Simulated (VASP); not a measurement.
# NbTe4Mo (P-6m2) in VASP: single point with PBE

Aim: the single point of NbTe4Mo with PBE.

All numbers are computed with VASP 6.6.1; they aren't measurements. Logs are shortened: lines on timing, memory, paths and dates and some standing lists are left out, and cuts for length are marked.

### Step 1. The cell of the first run

Symmetry: P-6m2, No. 187, hexagonal system. The conventional cell has a = 3.623 Å, b = 3.623 Å, c = 14.736 Å, α = 90.00°, β = 90.00°, γ = 120.00°. Nb (site symmetry -6m2) has 6 Te at 2.80 Å and 6 Nb at 3.62 Å within 3.7 Å. Within 3.6 Å of Te (site symmetry 3m) lie 3 Mo at 2.75 Å and 1 Te at 3.57 Å. Within 3.7 Å of Te (site symmetry 3m) lie 3 Nb at 2.80 Å and 6 Te at 3.62 Å. Mo (site symmetry -6m2) has 6 Te at 2.75 Å within 3.6 Å.

### Step 2. Single point, PBE

INCAR reads:

```
SYSTEM = NbTe4Mo
ALGO = Normal
EDIFF = 1E-6
ENCUT = 520
GGA = PE
ISIF = 2
ISMEAR = 0
LASPH = .TRUE.
LCHARG = .TRUE.
LELF = .TRUE.
LREAL = .FALSE.
LVHAR = .TRUE.
LWAVE = .FALSE.
NBANDS = 34
NELM = 80
PREC = Accurate
SIGMA = 0.1
```

KPOINTS reads:

```
k-points
0
G
  6 6 2
  0 0 0
```

POSCAR reads:

```
NbTe4Mo
1.0
    3.6233800000      0.0000000000      0.0000000000
   -1.8116900000      3.1379392000      0.0000000000
    0.0000000000      0.0000000000     14.7358984000
Nb Te Mo
1 4 1
Direct
    0.0000000000      0.0000000000      0.0000000000
    0.0000000000      0.0000000000      0.3789820000
    0.3333333000      0.6666667000      0.8732770000
    0.0000000000      0.0000000000      0.6210180000
    0.3333333000      0.6666667000      0.1267230000
    0.3333333000      0.6666667000      0.5000000000
```

Potentials or basis: VASP PAW PBE potentials, release 64 (Nb_sv, Te, Mo_sv).

Launch:

```sh
$ cat potpaw_PBE.64/Nb_sv/POTCAR potpaw_PBE.64/Te/POTCAR potpaw_PBE.64/Mo_sv/POTCAR > POTCAR
$ mpirun -np 1 vasp_std > vasp.out
```

OUTCAR:

```text
SYSTEM = NbTe4Mo
   EDIFF = 1E-6
   ENCUT = 520
   GGA = PE
   ISIF = 2
   ISMEAR = 0
   LASPH = .TRUE.
   LREAL = .FALSE.
   NELM = 80
   PREC = Accurate

 ion  position               nearest neighbor table
   1  0.000  0.000  0.000-   3 2.80   5 2.80   3 2.80   5 2.80   3 2.80   5 2.80
   2  0.000  0.000  0.379-   6 2.75   6 2.75   6 2.75   4 3.57
   3  0.333  0.667  0.873-   1 2.80   1 2.80   1 2.80
   4  0.000  0.000  0.621-   6 2.75   6 2.75   6 2.75   2 3.57
   5  0.333  0.667  0.127-   1 2.80   1 2.80   1 2.80
   6  0.333  0.667  0.500-   2 2.75   4 2.75   2 2.75   4 2.75   2 2.75   4 2.75

  LATTYP: Found a hexagonal cell.
 ALAT       =     3.6233800000
 C/A-ratio  =     4.0668929011

  Lattice vectors:

 A1 = (   3.6233800000,   0.0000000000,   0.0000000000)
 A2 = (  -1.8116900000,   3.1379392000,   0.0000000000)
 A3 = (   0.0000000000,   0.0000000000,  14.7358984000)

Analysis of symmetry for initial positions (statically):
=====================================================================
 Subroutine PRICEL returns:
 Original cell was already a primitive cell.

 Routine SETGRP: Setting up the symmetry group for a
 hexagonal supercell.

 Subroutine GETGRP returns: Found 12 space group operations
 (whereof 12 operations were pure point group operations)
 out of a pool of 24 trial point group operations.

The static configuration has the point symmetry D_3h.

Analysis of symmetry for dynamics (positions and initial velocities):
=====================================================================
 Subroutine PRICEL returns:
 Original cell was already a primitive cell.

 Routine SETGRP: Setting up the symmetry group for a
 hexagonal supercell.

 Subroutine GETGRP returns: Found 12 space group operations
 (whereof 12 operations were pure point group operations)
 out of a pool of 24 trial point group operations.

The dynamic configuration has the point symmetry D_3h.

 Subroutine INISYM returns: Found 12 space group operations
 (whereof 12 operations are pure point group operations),
 and found     1 'primitive' translations

----------------------------------------------------------------------------------------

                                     Primitive cell

  volume of cell :     167.5464

  direct lattice vectors                    reciprocal lattice vectors
     3.623380000  0.000000000  0.000000000     0.275985406  0.159340245  0.000000000
    -1.811690000  3.137939200  0.000000000     0.000000000  0.318680489  0.000000000
     0.000000000  0.000000000 14.735898400     0.000000000  0.000000000  0.067861489

  length of vectors
     3.623380000  3.623380063 14.735898400     0.318680495  0.318680489  0.067861489

  position of ions in fractional coordinates (direct lattice)
     0.000000000  0.000000000  0.000000000
     0.000000000  0.000000000  0.378982000
     0.333333300  0.666666700  0.873277000
     0.000000000  0.000000000  0.621018000
     0.333333300  0.666666700  0.126723000
     0.333333300  0.666666700  0.500000000

  ion indices of the primitive-cell ions
   primitive index   ion index
                 1           1
                 2           2
                 3           3
                 4           4
                 5           5
                 6           6

----------------------------------------------------------------------------------------

 KPOINTS: k-points

Automatic generation of k-mesh.
 Grid dimensions read from file:
 generate k-points for:    6    6    2

 Generating k-lattice:

  Cartesian coordinates                     Fractional coordinates (reciprocal lattice)
     0.045997568  0.026556707  0.000000000     0.166666667  0.000000000  0.000000000
     0.000000000  0.053113415  0.000000000     0.000000000  0.166666667  0.000000000
     0.000000000  0.000000000  0.033930744     0.000000000  0.000000000  0.500000000

  Length of vectors
     0.053113416  0.053113415  0.033930744

  Shift w.r.t. Gamma in fractional coordinates (k-lattice)
     0.000000000  0.000000000  0.000000000

 Subroutine IBZKPT returns following result:
 ===========================================

 Found     14 irreducible k-points:

 Following reciprocal coordinates:
            Coordinates               Weight
  0.000000  0.000000  0.000000      1.000000
  0.166667 -0.000000  0.000000      6.000000
  0.333333 -0.000000  0.000000      6.000000
  0.500000 -0.000000  0.000000      3.000000
  0.166667  0.166667  0.000000      6.000000
  0.333333  0.166667  0.000000     12.000000
  0.333333  0.333333  0.000000      2.000000
  0.000000  0.000000  0.500000      1.000000
  0.166667 -0.000000  0.500000      6.000000
  0.333333 -0.000000  0.500000      6.000000
  0.500000 -0.000000  0.500000      3.000000
  0.166667  0.166667  0.500000      6.000000
  0.333333  0.166667  0.500000     12.000000
  0.333333  0.333333  0.500000      2.000000
   k-points           NKPTS =     14   k-points in BZ     NKDIM =     14   number of bands    NBANDS=     34
   number of dos      NEDOS =    301   number of ions     NIONS =      6
   total plane-waves  NPLWV =  87808
   dimension x,y,z NGX =    28 NGY =   28 NGZ =  112
   dimension x,y,z NGXF=    56 NGYF=   56 NGZF=  224
   ions per type =               1   4   1
   NGX,Y,Z   is equivalent  to a cutoff of  12.85, 12.85, 12.64 a.u.
   NGXF,Y,Z  is equivalent  to a cutoff of  25.69, 25.69, 25.27 a.u.
 SYSTEM =  NbTe4Mo
   PREC   = accura    normal or accurate (medium, high low for compatibility)
   ISTART =      0    job   : 0-new  1-cont  2-samecut
   ICHARG =      2    charge: 1-file 2-atom 10-const
   ISPIN  =      1    spin polarized calculation?
   LNONCOLLINEAR =      F non collinear calculations
   LSORBIT =      F    spin-orbit coupling
   LASPH  =      T    aspherical Exc in radial PAW
   ENCUT  =  520.0 eV  38.22 Ry    6.18 a.u.   6.74  6.74 27.40*2*pi/ulx,y,z
   NELM   =     80;   NELMIN=  2; NELMDL= -5     # of ELM steps
   EDIFF  = 0.1E-05   stopping-criterion for ELM
   LREAL  =      F    real-space projection
   EDIFFG = 0.1E-04   stopping-criterion for IOM
   NSW    =      0    number of steps for IOM
   IBRION =     -1    ionic relax: 0-MD 1-quasi-New 2-CG
   NFREE  =      0    steps in history (QN), initial steepest desc. (CG)
   ISIF   =      2    stress and relaxation
   ISYM   =      2    0-nonsym 1-usesym 2-fastsym
   POTIM  = 0.5000    time-step for ionic-motion
   TEBEG  =    0.0;   TEEND  =   0.0 temperature during run
   PSTRESS=    0.0 pullay stress
   NELECT =      51.0000    total number of electrons
   NUPDOWN=      -1.0000    fix difference up-down
   EMIN   =  10.00;   EMAX   =-10.00  energy-range for DOS
   EFERMI =   0.00;   METHOD = LEGACY
   ISMEAR =     0;   SIGMA  =   0.10  broadening in eV -4-tet -1-fermi 0-gaus
   EFERMI_NEDOS =   21; number of points for ismear=-14 and -15
   IALGO  =     38    algorithm
   IMIX   =      4    mixing-type and parameters
     AMIX     =   0.40;   BMIX     =  1.00
     AMIX_MAG =   1.60;   BMIX_MAG =  1.00
  volume/ion in A,a.u.               =      27.92       188.44
  Fermi-wavevector in a.u.,A,eV,Ry     =   1.101252  2.081064 16.500534  1.212755
  Thomas-Fermi vector in A             =   2.237676
   LORBIT       =      0    0 simple, 1 ext, 2 COOP (PROOUT), +10 PAW based schemes
   GGA     = PE    functional components
   LHFCALC =     F    Hartree Fock is set to
   AEXX    =    0.0000 exact exchange contribution
   IVDW    =     0    specifies the selected vdW correction
   LEPSILON=     F    determine dielectric tensor
   LRPA    =     F    only Hartree local field effects (RPA)
 non-spin polarized calculation
 Gauss-broadening in eV      SIGMA  =   0.10
  energy-cutoff  :      520.00
  volume of cell :      167.55
 maximum number of plane-waves:      4538
 NGX is ok and might be reduce to    28
   NGX = 13   NGY = 13   NGZ = 55

 number of electron      51.0000001 magnetization

 Free energy of the ion-electron system (eV)
  ---------------------------------------------------
  ext. energy  EPLUGINS =         0.00000000
  ---------------------------------------------------
  free energy    TOTEN  =       -35.81933148 eV

  energy without entropy =      -35.79963418  energy(sigma->0) =      -35.80948283

 E-fermi :   6.8708     XC(G=0):  -9.8357

 val. band max:        6.7572426144   @ k =   0.1667   0.1667   0.5000
 cond. band min:       6.8788590720   @ k =   0.1667  -0.0000   0.0000
 fundamental gap:      0.1216164577
 Fermi energy:         6.8707783921

 k-point     1 :       0.0000    0.0000    0.0000
  band No.  band energies     occupation
      1     -54.0567      2.00000
      2     -48.0729      2.00000
      3     -28.1702      2.00000
      4     -28.1137      2.00000
      5     -28.1137      2.00000
      6     -24.1331      2.00000
[... 26 lines left out ...]
     33      10.1649      0.00000
     34      10.1649      0.00000

 k-point     2 :       0.1667   -0.0000    0.0000
  band No.  band energies     occupation
      1     -54.0551      2.00000
      2     -48.0700      2.00000
      3     -28.1650      2.00000
      4     -28.1373      2.00000
      5     -28.1192      2.00000
      6     -24.1359      2.00000
[... 26 lines left out ...]
     33       9.7959      0.00000
     34      10.3103      0.00000

 k-point     3 :       0.3333   -0.0000    0.0000
  band No.  band energies     occupation
      1     -54.0519      2.00000
      2     -48.0642      2.00000
      3     -28.1840      2.00000
      4     -28.1547      2.00000
      5     -28.1302      2.00000
      6     -24.2122      2.00000
[... 26 lines left out ...]
     33      10.2374      0.00000
     34      10.7296      0.00000
[... 334 lines left out ...]
 k-point    13 :       0.3333    0.1667    0.5000
  band No.  band energies     occupation
      1     -54.0504      2.00000
      2     -48.0614      2.00000
      3     -28.1956      2.00000
      4     -28.1496      2.00000
      5     -28.1474      2.00000
      6     -24.2308      2.00000
[... 26 lines left out ...]
     33      10.1829      0.00000
     34      10.6908      0.00000

 k-point    14 :       0.3333    0.3333    0.5000
  band No.  band energies     occupation
      1     -54.0496      2.00000
      2     -48.0599      2.00000
      3     -28.1855      2.00000
      4     -28.1720      2.00000
      5     -28.1470      2.00000
      6     -24.2132      2.00000
[... 26 lines left out ...]
     33      10.3287      0.00000
     34      10.9377      0.00000

------------------------ aborting loop because EDIFF is reached ----------------------------------------

  FORCE on cell =-STRESS in cart. coord.  units (eV):
  Direction    XX          YY          ZZ          XY          YZ          ZX
  --------------------------------------------------------------------------------------
  -------------------------------------------------------------------------------------
  Total        0.0183419      0.0183419     -0.0137463      0.0000000      0.0000000      0.0000000
  in kB        0.1753959      0.1753959     -0.1314502      0.0000000      0.0000000      0.0000000
  external PRESSURE =       0.0731139 kB  Pullay stress =       0.0000000 kB

 VOLUME and BASIS-vectors are now :
 -----------------------------------------------------------------------------
  energy-cutoff  :      520.00
  volume of cell :      167.55
      direct lattice vectors                 reciprocal lattice vectors
     3.623380000  0.000000000  0.000000000     0.275985406  0.159340245  0.000000000
    -1.811690000  3.137939200  0.000000000     0.000000000  0.318680489  0.000000000
     0.000000000  0.000000000 14.735898400     0.000000000  0.000000000  0.067861489

 POSITION                                       TOTAL-FORCE (eV/Angst)
 -----------------------------------------------------------------------------------
      0.00000      0.00000      0.00000        -0.000000     -0.000000     -0.000000
      0.00000      0.00000      5.58464        -0.000000      0.000000     -0.017867
     -0.00000      2.09196     12.86852        -0.000000     -0.000000      0.026318
      0.00000      0.00000      9.15126        -0.000000      0.000000      0.017867
     -0.00000      2.09196      1.86738        -0.000000     -0.000000     -0.026318
     -0.00000      2.09196      7.36795         0.000000      0.000000     -0.000000
 -----------------------------------------------------------------------------------
    total drift:                                0.000460     -0.000266     -0.000000

  FREE ENERGIE OF THE ION-ELECTRON SYSTEM (eV)
  ---------------------------------------------------
  free  energy   TOTEN  =       -35.8193314785 eV

  energy  without entropy=      -35.7996341762  energy(sigma->0) =      -35.80948283
```

Run time: 67 s. Hardware: 1 thread of Intel Xeon 6975P-C (Granite Rapids), shared host; peak memory 0.31 GiB.

Results:

```
Free energy   : -35.8193 eV
Pressure      : 0.0 GPa
Largest force : 0.026 eV/Å
```

Forces on the atoms (eV/Å):
```
Nb   0.000  0.000  0.000
Te   0.000  0.000 -0.018
Te   0.000  0.000  0.026
Te   0.000  0.000  0.018
Te   0.000  0.000 -0.026
Mo   0.000  0.000  0.000
```

Levels at points of the mesh, in eV from the Fermi level:
```
           k point  band 21  band 22  band 23  band 24  band 25  band 26  band 27  band 28  band 29  band 30
(0.00, 0.00, 0.00)    -1.17    -0.60    -0.52    -0.36    -0.36     0.33     2.65     2.65     2.93     2.93
(0.50, 0.00, 0.00)    -1.67    -1.50    -0.89    -0.70    -0.45    -0.23     1.06     1.39     2.13     2.42
(0.00, 0.00, 0.50)    -1.17    -1.17    -0.36    -0.36    -0.13     0.35     2.65     2.65     2.92     2.92
(0.50, 0.00, 0.50)    -1.68    -1.52    -0.88    -0.69    -0.44    -0.24     1.05     1.41     2.13     2.42
```

Caveat: spin-orbit coupling is left out, which moves the levels of the heavy elements; this functional lacks dispersion, which binds the layers, so the pressure and a relaxed spacing across them are unreliable.
